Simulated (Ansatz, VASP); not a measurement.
# Two plane-wave programs on Si

```
CELL_PARAMETERS angstrom
0.00000 5.40194 -5.40194
5.40194 5.40194 0.00000
5.40194 0.00000 -5.40194
ATOMIC_POSITIONS crystal
Si 0.11862 0.12713 0.12713
Si 0.12493 0.62493 0.12521
Si 0.62713 0.12713 0.12713
Si 0.62713 0.61862 0.12713
Si 0.12493 0.12521 0.62493
Si 0.12493 0.62493 0.62493
Si 0.62713 0.12713 0.61862
Si 0.62521 0.62493 0.62493
Si 0.24987 0.74987 0.25013
Si 0.24987 0.25013 0.25013
Si 0.75013 0.74987 0.25013
Si 0.25000 0.75000 0.75000
Si 0.24987 0.25013 0.74987
Si 0.75013 0.74987 0.74987
Si 0.75013 0.25013 0.74987
```

Change from the starting cell: Si on a Si site beside a Si vacancy, charge +0, atoms relaxed.

Alike in both runs: functional LDA; k mesh 3 × 3 × 3; occupations gaussian, width 0.02 eV; no spin polarisation.

Ansatz relaxed the structure, and its values are those at the end. VASP's run is a single point on that final structure, the one shown.

```csv
,VASP,Ansatz
version,VASP 6.6.1,Ansatz 0.2.0
potentials or method,"VASP PAW LDA potentials, release 64 (Si), cutoff 520 eV","scalar-relativistic, plane waves, PAW"
valence electrons in the cell,60,60
```

|  | VASP | Ansatz | Ansatz less VASP |
| --- | --- | --- | --- |
| gap on the k mesh at the Fermi level (eV) | none | none | - |
| rms of the force components (eV/Å) | 0.003 | 0.003 | +0.0005 |

LDA's correlation is that of Perdew and Zunger in VASP and of Perdew and Wang (1992) in Ansatz. A gap of «none» marks a metal or a gap that the smearing closes.
